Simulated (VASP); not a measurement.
MgSe, 2 atoms in the cell. The structure is cubic, space group Fm-3m (No. 225). Conventional cell: a = 5.241 Å, b = 5.241 Å, c = 5.241 Å, α = 90.00°, β = 90.00°, γ = 90.00°. Mg (site symmetry m-3m) has 6 Se at 2.62 Å within 3.5 Å. Se (site symmetry m-3m) has 6 Mg at 2.62 Å within 3.5 Å. 

| Property | Result |
| --- | --- |
| Program | VASP 6.6.1 |
| Task | single point |
| Functional | LDA |
| Potentials or basis | VASP PAW LDA potentials, release 64 (Mg, Se) |
| Cutoff | 600 eV |
| k mesh | 8 × 8 × 8 |
| Occupations | gaussian, width 0.01 eV |
| Spin | no spin polarisation |
| Dipole correction | no |
| Further INCAR settings | ALGO = Normal; EDIFF = 1e-06; NBANDS = 11 |

Potentials or basis: VASP PAW LDA potentials, release 64 (Mg, Se).

Launch:

```console
$ cat potpaw_LDA.64/Mg/POTCAR potpaw_LDA.64/Se/POTCAR > POTCAR
$ mpirun -np 1 vasp_std > vasp.out
```

Hardware: 1 thread of Intel Xeon 8259CL (shared host).

Q: Estimate the wall time of this run.

A: Wall time 20 s on 1 thread of Intel Xeon 8259CL, with other jobs on the host, peak memory 0.16 GiB. Counts: scf iterations 12, k points 29.
